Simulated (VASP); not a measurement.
LaSi2Ni2, 5 atoms in the cell. Symmetry: I4/mmm, No. 139, tetragonal system. Conventional cell: a = 4.008 Å, b = 4.008 Å, c = 10.034 Å, α = 90.00°, β = 90.00°, γ = 90.00°. Within 3.2 Å of Si (site symmetry 4mm) lie 4 Ni at 2.35 Å and 1 Si at 2.55 Å and 4 La at 3.11 Å. Ni (site symmetry -4m2) has 4 Si at 2.35 Å and 4 Ni at 2.83 Å and 4 La at 3.21 Å within 3.3 Å. La (site symmetry 4/mmm) has 10 Si at 3.11 to 3.74 Å and 8 Ni at 3.21 Å and 4 La at 4.01 Å within 4.1 Å. 

- Program: VASP 6.6.1
- Task: single point
- Functional: r2SCAN
- Potentials or basis: VASP PAW PBE potentials, release 64 (Si, Ni_sv_GW, La)
- Cutoff: 760 eV
- k mesh: 9 × 9 × 9
- Occupations: fermi-dirac, width 0.1 eV
- Spin: no spin polarisation
- Dipole correction: no
- Further INCAR settings: ALGO = Normal; EDIFF = 1e-06; NBANDS = 36

Potentials or basis: VASP PAW PBE potentials, release 64 (Si, Ni_sv_GW, La).

The run is started by

```bash
$ cat potpaw_PBE.64/Si/POTCAR potpaw_PBE.64/Ni_sv_GW/POTCAR potpaw_PBE.64/La/POTCAR > POTCAR
$ cp INCAR.step1 INCAR
$ mpirun -np 1 vasp_std > vasp.out
$ cp INCAR.step2 INCAR
$ mpirun -np 1 vasp_std > vasp.out
```

Hardware: 1 thread of Intel(R) Xeon(R) Platinum 8488C (Sapphire Rapids) (shared host).

Problem. Estimate the wall time of this run.

Solution. Wall time 35 min on 1 thread of Intel(R) Xeon(R) Platinum 8488C (Sapphire Rapids) (shared host), peak memory 0.61 GiB. Counts: k points 75.
